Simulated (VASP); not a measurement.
# Os4C (P4mm) in VASP: further runs

Os4C is run at these levels: PBE; tasks: single point, relaxation of cell and atoms.

All numbers are computed with VASP 6.6.1; they aren't measurements. Logs are shortened: lines on timing, memory, paths and dates and some standing lists are left out, and cuts for length are marked.

## 1. The cell of the first run

The structure is tetragonal, space group P4mm (No. 99). Conventional cell: a = 3.938 Å, b = 3.938 Å, c = 4.236 Å, α = 90.00°, β = 90.00°, γ = 90.00°. Os (site symmetry 2mm) has 2 C at 2.04 Å and 2 Os at 2.66 Å within 2.7 Å. Os (site symmetry 4mm) has 2 C at 1.91 to 2.32 Å within 2.5 Å. Os (site symmetry 4mm) has 12 Os at 2.80 to 2.90 Å and 4 C at 3.20 Å within 3.7 Å. Within 2.5 Å of C (site symmetry 4mm) lie 6 Os at 1.91 to 2.32 Å.

## 2. Single point, PBE

The input, INCAR:

```
SYSTEM = Os4C
PREC = Accurate
ENCUT = 520
EDIFF = 1E-6
ISMEAR = 0
SIGMA = 0.1
LREAL = .False.
LASPH = .True.
NELM = 80
ALGO = Normal
ISIF = 2
LWAVE = .False.
LCHARG = .False.
GGA = PE
NBANDS = 26
```

The input, KPOINTS:

```
regular mesh
0
Gamma
  4 4 4
  0 0 0
```

The input, POSCAR:

```
Os4C
1.0
    3.9384940976      0.0000000000      0.0000000000
    0.0000000000      3.9384940976      0.0000000000
    0.0000000000      0.0000000000      4.2364478011
Os C
4 1
Direct
    0.5000000000      0.0000000000      0.9598320881
    0.5000000000      0.5000000000      0.5370969452
    0.0000000000      0.5000000000      0.9598320881
    0.0000000000      0.0000000000      0.4587475059
    0.5000000000      0.5000000000      0.0851271144
```

Potentials or basis: VASP PAW PBE potentials, release 64 (Os, C).

Run with:

```
cat potpaw_PBE.64/Os/POTCAR potpaw_PBE.64/C/POTCAR > POTCAR
mpirun -np 1 vasp_std > vasp.out
```

OUTCAR:

```text
SYSTEM = Os4C
   PREC = Accurate
   ENCUT = 520
   EDIFF = 1E-6
   ISMEAR = 0
   LREAL = .False.
   LASPH = .True.
   NELM = 80
   ISIF = 2
   GGA = PE

 ion  position               nearest neighbor table
   1  0.500  0.000  0.960-   5 2.04   5 2.04   2 2.66   2 2.66   3 2.78   3 2.78   3 2.78   3 2.78
                             4 2.89   4 2.89   4 2.90   4 2.90   2 3.14   2 3.14
   2  0.500  0.500  0.537-   5 1.91   5 2.32   3 2.66   1 2.66   1 2.66   3 2.66   4 2.80   4 2.80
                             4 2.80   4 2.80   1 3.14   3 3.14   3 3.14   1 3.14
   3  0.000  0.500  0.960-   5 2.04   5 2.04   2 2.66   2 2.66   1 2.78   1 2.78   1 2.78   1 2.78
                             4 2.89   4 2.89   4 2.90   4 2.90   2 3.14   2 3.14
   4  0.000  0.000  0.459-   2 2.80   2 2.80   2 2.80   2 2.80   3 2.89   1 2.89   3 2.89   1 2.89
                             1 2.90   3 2.90   3 2.90   1 2.90
   5  0.500  0.500  0.085-   2 1.91   1 2.04   3 2.04   1 2.04   3 2.04   2 2.32

  LATTYP: Found a simple tetragonal cell.
 ALAT       =     3.9384940976
 C/A-ratio  =     1.0756516821

  Lattice vectors:

 A1 = (   3.9384940976,   0.0000000000,   0.0000000000)
 A2 = (   0.0000000000,   3.9384940976,   0.0000000000)
 A3 = (   0.0000000000,   0.0000000000,   4.2364478011)

Analysis of symmetry for initial positions (statically):
=====================================================================
 Subroutine PRICEL returns:
 Original cell was already a primitive cell.

 Routine SETGRP: Setting up the symmetry group for a
 simple tetragonal supercell.

 Subroutine GETGRP returns: Found  8 space group operations
 (whereof  8 operations were pure point group operations)
 out of a pool of 16 trial point group operations.

The static configuration has the point symmetry C_4v.

Analysis of symmetry for dynamics (positions and initial velocities):
=====================================================================
 Subroutine PRICEL returns:
 Original cell was already a primitive cell.

 Routine SETGRP: Setting up the symmetry group for a
 simple tetragonal supercell.

 Subroutine GETGRP returns: Found  8 space group operations
 (whereof  8 operations were pure point group operations)
 out of a pool of 16 trial point group operations.

The dynamic configuration has the point symmetry C_4v.

 Subroutine INISYM returns: Found  8 space group operations
 (whereof  8 operations are pure point group operations),
 and found     1 'primitive' translations

----------------------------------------------------------------------------------------

                                     Primitive cell

  volume of cell :      65.7147

  direct lattice vectors                    reciprocal lattice vectors
     3.938494098  0.000000000  0.000000000     0.253904151  0.000000000  0.000000000
     0.000000000  3.938494098  0.000000000     0.000000000  0.253904151  0.000000000
     0.000000000  0.000000000  4.236447801     0.000000000  0.000000000  0.236046813

  length of vectors
     3.938494098  3.938494098  4.236447801     0.253904151  0.253904151  0.236046813

  position of ions in fractional coordinates (direct lattice)
     0.500000000  0.000000000  0.959832088
     0.500000000  0.500000000  0.537096945
     0.000000000  0.500000000  0.959832088
     0.000000000  0.000000000  0.458747506
     0.500000000  0.500000000  0.085127114

  ion indices of the primitive-cell ions
   primitive index   ion index
                 1           1
                 2           2
                 3           3
                 4           4
                 5           5

----------------------------------------------------------------------------------------

 KPOINTS: regular mesh

Automatic generation of k-mesh.
 Grid dimensions read from file:
 generate k-points for:    4    4    4

 Generating k-lattice:

  Cartesian coordinates                     Fractional coordinates (reciprocal lattice)
     0.063476038  0.000000000  0.000000000     0.250000000  0.000000000  0.000000000
     0.000000000  0.063476038  0.000000000     0.000000000  0.250000000  0.000000000
     0.000000000  0.000000000  0.059011703     0.000000000  0.000000000  0.250000000

  Length of vectors
     0.063476038  0.063476038  0.059011703

  Shift w.r.t. Gamma in fractional coordinates (k-lattice)
     0.000000000  0.000000000  0.000000000

 Subroutine IBZKPT returns following result:
 ===========================================

 Found     18 irreducible k-points:

 Following reciprocal coordinates:
            Coordinates               Weight
  0.000000  0.000000  0.000000      1.000000
  0.250000  0.000000  0.000000      4.000000
  0.500000  0.000000  0.000000      2.000000
  0.250000  0.250000  0.000000      4.000000
  0.500000  0.250000  0.000000      4.000000
  0.500000  0.500000  0.000000      1.000000
[... 10 lines left out ...]
  0.500000  0.250000  0.500000      4.000000
  0.500000  0.500000  0.500000      1.000000
   k-points           NKPTS =     18   k-points in BZ     NKDIM =     18   number of bands    NBANDS=     26
   number of dos      NEDOS =    301   number of ions     NIONS =      5
   total plane-waves  NPLWV =  28800
   dimension x,y,z NGX =    30 NGY =   30 NGZ =   32
   dimension x,y,z NGXF=    60 NGYF=   60 NGZF=   64
   ions per type =               4   1
   NGX,Y,Z   is equivalent  to a cutoff of  12.66, 12.66, 12.56 a.u.
   NGXF,Y,Z  is equivalent  to a cutoff of  25.33, 25.33, 25.11 a.u.
 SYSTEM =  Os4C
   PREC   = accura    normal or accurate (medium, high low for compatibility)
   ISTART =      0    job   : 0-new  1-cont  2-samecut
   ICHARG =      2    charge: 1-file 2-atom 10-const
   ISPIN  =      1    spin polarized calculation?
   LNONCOLLINEAR =      F non collinear calculations
   LSORBIT =      F    spin-orbit coupling
   LASPH  =      T    aspherical Exc in radial PAW
   ENCUT  =  520.0 eV  38.22 Ry    6.18 a.u.   7.32  7.32  7.88*2*pi/ulx,y,z
   NELM   =     80;   NELMIN=  2; NELMDL= -5     # of ELM steps
   EDIFF  = 0.1E-05   stopping-criterion for ELM
   LREAL  =      F    real-space projection
   EDIFFG = 0.1E-04   stopping-criterion for IOM
   NSW    =      0    number of steps for IOM
   IBRION =     -1    ionic relax: 0-MD 1-quasi-New 2-CG
   NFREE  =      0    steps in history (QN), initial steepest desc. (CG)
   ISIF   =      2    stress and relaxation
   ISYM   =      2    0-nonsym 1-usesym 2-fastsym
   POTIM  = 0.5000    time-step for ionic-motion
   TEBEG  =    0.0;   TEEND  =   0.0 temperature during run
   PSTRESS=    0.0 pullay stress
   NELECT =      36.0000    total number of electrons
   NUPDOWN=      -1.0000    fix difference up-down
   EMIN   =  10.00;   EMAX   =-10.00  energy-range for DOS
   EFERMI =   0.00;   METHOD = LEGACY
   ISMEAR =     0;   SIGMA  =   0.10  broadening in eV -4-tet -1-fermi 0-gaus
   EFERMI_NEDOS =   21; number of points for ismear=-14 and -15
   IALGO  =     38    algorithm
   IMIX   =      4    mixing-type and parameters
     AMIX     =   0.40;   BMIX     =  1.00
     AMIX_MAG =   1.60;   BMIX_MAG =  1.00
  volume/ion in A,a.u.               =      13.14        88.69
  Fermi-wavevector in a.u.,A,eV,Ry     =   1.339538  2.531359 24.413764  1.794361
  Thomas-Fermi vector in A             =   2.467922
   LORBIT       =      0    0 simple, 1 ext, 2 COOP (PROOUT), +10 PAW based schemes
   GGA     = PE    functional components
   LHFCALC =     F    Hartree Fock is set to
   AEXX    =    0.0000 exact exchange contribution
   IVDW    =     0    specifies the selected vdW correction
   LEPSILON=     F    determine dielectric tensor
   LRPA    =     F    only Hartree local field effects (RPA)
 non-spin polarized calculation
 Gauss-broadening in eV      SIGMA  =   0.10
  energy-cutoff  :      520.00
  volume of cell :       65.71
 maximum number of plane-waves:      1800
 NGX is ok and might be reduce to    30
   NGX = 15   NGY = 15   NGZ = 15

 number of electron      36.0000005 magnetization

 Free energy of the ion-electron system (eV)
  ---------------------------------------------------
  ext. energy  EPLUGINS =         0.00000000
  ---------------------------------------------------
  free energy    TOTEN  =       -50.96398855 eV

  energy without entropy =      -50.94645771  energy(sigma->0) =      -50.95522313

 E-fermi :   8.7942     XC(G=0): -13.5750

 val. band max:        8.6962721163   @ k =   0.2500   0.2500   0.5000
 cond. band min:       8.7947131383   @ k =   0.0000   0.0000   0.2500
 fundamental gap:      0.0984410220
 Fermi energy:         8.7942078148

 k-point     1 :       0.0000    0.0000    0.0000
  band No.  band energies     occupation
      1      -6.7011      2.00000
      2      -0.1124      2.00000
      3       1.7250      2.00000
      4       1.7250      2.00000
      5       2.1433      2.00000
      6       2.2929      2.00000
[... 18 lines left out ...]
     25      12.2241      0.00000
     26      14.3992      0.00000

 k-point     2 :       0.2500    0.0000    0.0000
  band No.  band energies     occupation
      1      -6.1610      2.00000
      2       0.4804      2.00000
      3       1.6186      2.00000
      4       1.8323      2.00000
      5       2.6345      2.00000
      6       2.8422      2.00000
[... 18 lines left out ...]
     25      13.5453      0.00000
     26      14.0382      0.00000

 k-point     3 :       0.5000    0.0000    0.0000
  band No.  band energies     occupation
      1      -5.4678      2.00000
      2       0.5303      2.00000
      3       2.0959      2.00000
      4       2.5702      2.00000
      5       2.7432      2.00000
      6       2.7469      2.00000
[... 398 lines left out ...]
 k-point    17 :       0.5000    0.2500    0.5000
  band No.  band energies     occupation
      1      -3.9274      2.00000
      2      -0.5357      2.00000
      3      -0.2907      2.00000
      4       1.1995      2.00000
      5       2.3829      2.00000
      6       3.7310      2.00000
[... 18 lines left out ...]
     25      13.0045      0.00000
     26      14.3877      0.00000

 k-point    18 :       0.5000    0.5000    0.5000
  band No.  band energies     occupation
      1      -3.3150      2.00000
      2      -0.6559      2.00000
      3      -0.6559      2.00000
      4       0.1862      2.00000
      5       1.8633      2.00000
      6       3.8857      2.00000
[... 18 lines left out ...]
     25      12.9914      0.00000
     26      12.9915      0.00000

------------------------ aborting loop because EDIFF is reached ----------------------------------------

  FORCE on cell =-STRESS in cart. coord.  units (eV):
  Direction    XX          YY          ZZ          XY          YZ          ZX
  --------------------------------------------------------------------------------------
  -------------------------------------------------------------------------------------
  Total        0.8036334      0.8036334      0.2652853      0.0000000      0.0000000      0.0000000
  in kB       19.5932409     19.5932409      6.4678743      0.0000000      0.0000000      0.0000000
  external PRESSURE =      15.2181187 kB  Pullay stress =       0.0000000 kB

 VOLUME and BASIS-vectors are now :
 -----------------------------------------------------------------------------
  energy-cutoff  :      520.00
  volume of cell :       65.71
      direct lattice vectors                 reciprocal lattice vectors
     3.938494098  0.000000000  0.000000000     0.253904151  0.000000000  0.000000000
     0.000000000  3.938494098  0.000000000     0.000000000  0.253904151  0.000000000
     0.000000000  0.000000000  4.236447801     0.000000000  0.000000000  0.236046813

 POSITION                                       TOTAL-FORCE (eV/Angst)
 -----------------------------------------------------------------------------------
      1.96925      0.00000      4.06628         0.000000      0.000000     -0.160076
      1.96925      1.96925      2.27538         0.000000     -0.000000      0.468419
      0.00000      1.96925      4.06628         0.000000      0.000000     -0.160076
      0.00000      0.00000      1.94346         0.000000      0.000000      0.051318
      1.96925      1.96925      0.36064         0.000000      0.000000     -0.199585
 -----------------------------------------------------------------------------------
    total drift:                                0.000000      0.000000     -0.000088

  FREE ENERGIE OF THE ION-ELECTRON SYSTEM (eV)
  ---------------------------------------------------
  free  energy   TOTEN  =       -50.9639885518 eV

  energy  without entropy=      -50.9464577126  energy(sigma->0) =      -50.95522313
```

Wall time 18 s (1 thread of AMD EPYC 9R45 (Zen 5), shared host); peak memory 0.15 GiB.

Results:

* Free energy: -50.9640 eV
* Pressure: 1.5 GPa
* Largest force: 0.468 eV/Å
* Band gap on the k mesh: zero (band 18 reaches 10.06 eV, above the bottom of band 19 at 7.89 eV)

Forces in eV/Å, atoms in the order of the input:
```
Os   0.000  0.000 -0.160
Os   0.000  0.000  0.468
Os   0.000  0.000 -0.160
Os   0.000  0.000  0.051
C    0.000  0.000 -0.200
```

Levels at points of the mesh, in eV from the Fermi level:
```tsv
k point	band 15	band 16	band 17	band 18	band 19	band 20	band 21	band 22
(0.00, 0.00, 0.00)	-0.36	1.02	1.10	1.26	1.26	1.37	1.87	1.87
(0.50, 0.00, 0.00)	-1.63	-1.53	-1.22	-1.00	-0.91	0.40	1.16	1.87
(0.50, 0.50, 0.00)	-2.42	-1.65	-1.02	-0.80	-0.80	-0.40	-0.14	2.67
(0.00, 0.00, 0.50)	-1.54	-1.54	-1.37	-1.37	-0.37	1.19	2.03	2.37
(0.50, 0.00, 0.50)	-2.02	-1.59	-1.21	-0.84	-0.37	-0.37	1.38	1.53
(0.50, 0.50, 0.50)	-0.91	-0.76	-0.33	0.40	0.40	1.10	1.34	1.37
```

Caveat: the k points lie up to 0.40 Å⁻¹ apart; spin-orbit coupling is left out, which moves the levels of the heavy elements.

## 3. Single point, PBE

The input, INCAR:

```
ALGO = Normal
EDIFF = 1E-7
ENCUT = 520
GGA = PE
ISIF = 2
ISMEAR = 0
LASPH = T
LCHARG = F
LREAL = F
LWAVE = F
NBANDS = 26
NELM = 80
PREC = Accurate
SIGMA = 0.1
```

The input, KPOINTS:

```
k-points
0
Gamma
  4 4 4
```

The input, POSCAR:

```
Os4C
1.0
    3.9470399629      0.0000000000      0.0000000000
    0.0000000000      3.9470399629      0.0000000000
    0.0000000000      0.0000000000      4.2199254962
Os C
4 1
Direct
    0.5000000000      0.0000000000      0.9588999062
    0.5000000000      0.5000000000      0.5374176517
    0.0000000000      0.5000000000      0.9588999062
    0.0000000000      0.0000000000      0.4626564564
    0.5000000000      0.5000000000      0.0827618211
```

Potentials or basis: VASP PAW PBE potentials, release 64 (Os, C).

Run with:

```
cat potpaw_PBE.64/Os/POTCAR potpaw_PBE.64/C/POTCAR > POTCAR
mpirun -np 1 vasp_std > vasp.out
```

OUTCAR:

```text
EDIFF = 1E-7
   ENCUT = 520
   GGA = PE
   ISIF = 2
   ISMEAR = 0
   LASPH = T
   LREAL = F
   NELM = 80
   PREC = Accurate

 ion  position               nearest neighbor table
   1  0.500  0.000  0.959-   5 2.04   5 2.04   2 2.66   2 2.66   3 2.79   3 2.79   3 2.79   3 2.79
                             4 2.88   4 2.88   4 2.90   4 2.90   2 3.14   2 3.14
   2  0.500  0.500  0.537-   5 1.92   5 2.30   3 2.66   1 2.66   1 2.66   3 2.66   4 2.81   4 2.81
                             4 2.81   4 2.81   1 3.14   3 3.14   3 3.14   1 3.14
[... 724 lines left out ...]
  -------------------------------------------------------------------------------------
  Total        0.4961847      0.4961847      0.6721621      0.0000000      0.0000000      0.0000000
  in kB       12.0922219     12.0922219     16.3808636      0.0000000      0.0000000      0.0000000
  external PRESSURE =      13.5217691 kB  Pullay stress =       0.0000000 kB

 VOLUME and BASIS-vectors are now :
 -----------------------------------------------------------------------------
  energy-cutoff  :      520.00
  volume of cell :       65.74
      direct lattice vectors                 reciprocal lattice vectors
     3.947039963  0.000000000  0.000000000     0.253354415  0.000000000  0.000000000
     0.000000000  3.947039963  0.000000000     0.000000000  0.253354415  0.000000000
     0.000000000  0.000000000  4.219925496     0.000000000  0.000000000  0.236971008

 POSITION                                       TOTAL-FORCE (eV/Angst)
 -----------------------------------------------------------------------------------
      1.97352      0.00000      4.04649        -0.000000      0.000000     -0.066666
      1.97352      1.97352      2.26786         0.000000     -0.000000      0.172652
      0.00000      1.97352      4.04649         0.000000      0.000000     -0.066666
      0.00000      0.00000      1.95238        -0.000000      0.000000      0.006942
      1.97352      1.97352      0.34925         0.000000      0.000000     -0.046263
 -----------------------------------------------------------------------------------
    total drift:                                0.000000      0.000000     -0.000113

  FREE ENERGIE OF THE ION-ELECTRON SYSTEM (eV)
  ---------------------------------------------------
  free  energy   TOTEN  =       -50.9680461722 eV

  energy  without entropy=      -50.9508844154  energy(sigma->0) =      -50.95946529
```

Wall time 23 s (1 thread of AMD EPYC 9R45 (Zen 5), shared host); peak memory 0.15 GiB.

Results:

```
Free energy            : -50.9680 eV
Pressure               : 1.4 GPa
Largest force          : 0.173 eV/Å
Band gap on the k mesh : zero (band 18 reaches 10.06 eV, above the bottom of band 19 at 7.91 eV)
```

Forces on the atoms (eV/Å):
```
Os   0.000  0.000 -0.067
Os   0.000  0.000  0.173
Os   0.000  0.000 -0.067
Os   0.000  0.000  0.007
C    0.000  0.000 -0.046
```

Caveat: the k points lie up to 0.40 Å⁻¹ apart; spin-orbit coupling is left out, which moves the levels of the heavy elements.

(Continued in part 2 of 2.)
